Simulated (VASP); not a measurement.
Gd3Zn, 8 atoms in the cell. The structure is cubic, space group Pm-3m (No. 221). Conventional cell: a = 4.821 Å, b = 4.821 Å, c = 4.821 Å, α = 90.00°, β = 90.00°, γ = 90.00°. Gd (site symmetry 4/mmm) has 8 Gd at 3.41 Å and 4 Zn at 3.41 Å within 4.5 Å. Within 4.5 Å of Gd (site symmetry 4/mmm) lie 8 Gd at 3.41 Å and 4 Zn at 3.41 Å. Zn (site symmetry m-3m) has 12 Gd at 3.41 Å within 4.5 Å. 

* Program: VASP 6.6.1
* Task: single point
* Functional: PBEsol
* Potentials or basis: VASP PAW PBE potentials, release 64 (Gd, Zn)
* Cutoff: 600 eV
* k mesh: 5 × 3 × 5
* Occupations: fermi-dirac, width 0.1 eV
* Spin: collinear spin, antiferromagnetic start
* Starting moments: [7.0, -7.0, 7.0, -7.0, 7.0, -7.0, 0.0, 0.0] μB
* Dipole correction: no
* Further INCAR settings: ALGO = Normal; EDIFF = 1e-06; NBANDS = 80

Potentials or basis: VASP PAW PBE potentials, release 64 (Gd, Zn).

Launch:

```bash
$ cat potpaw_PBE.64/Gd/POTCAR potpaw_PBE.64/Zn/POTCAR > POTCAR
$ mpirun -np 4 vasp_std > vasp.out
```

Hardware: 4 MPI ranks on Intel(R) Xeon(R) Platinum 8375C CPU @ 2.90GHz (Ice Lake), on a shared host.

Question: Estimate the wall time of this run.

Answer: Run time: 60 min on 4 MPI ranks on Intel(R) Xeon(R) Platinum 8375C CPU @ 2.90GHz (Ice Lake) (shared host), peak memory 0.73 GiB a rank. Counts: scf iterations 195, k points 12.
